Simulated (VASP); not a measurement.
A run of VASP 6.6.1:

File INCAR:

```
PREC = Accurate
ENCUT = 520
EDIFF = 1E-6
ISMEAR = 0
SIGMA = 0.02
LREAL = False
LASPH = True
NELM = 80
ALGO = Normal
ISIF = 2
LWAVE = False
LCHARG = False
GGA = PE
NBANDS = 16
```

The input KPOINTS:

```
Automatic mesh
0
Gamma
  6 6 6
```

Contents of POSCAR:

```
NaH
1.0
    3.9326942240      0.0000000000      0.0000000000
   -1.9663471120      3.4058131033      0.0000000000
    0.0000000000      0.0000000000      4.8285626631
Na H
2 2
Direct
    0.3333333333      0.6666666667      0.2500000000
    0.6666666667      0.3333333333      0.7500000000
    0.3333333333      0.6666666667      0.7500000000
    0.6666666667      0.3333333333      0.2500000000
```

Potentials or basis: VASP PAW PBE potentials, release 64 (Na_pv, H).

Run with:

```bash
$ cat potpaw_PBE.64/Na_pv/POTCAR potpaw_PBE.64/H/POTCAR > POTCAR
$ mpirun -np 1 vasp_std > vasp.out
```

Hardware: 1 thread of Intel(R) Xeon(R) Platinum 8488C (Sapphire Rapids) (shared host).

How long does it take, and how much memory?

Run time: 22 s on 1 thread of Intel(R) Xeon(R) Platinum 8488C (Sapphire Rapids), with other jobs on the host, peak memory 0.17 GiB. Counts: scf iterations 13, k points 28.
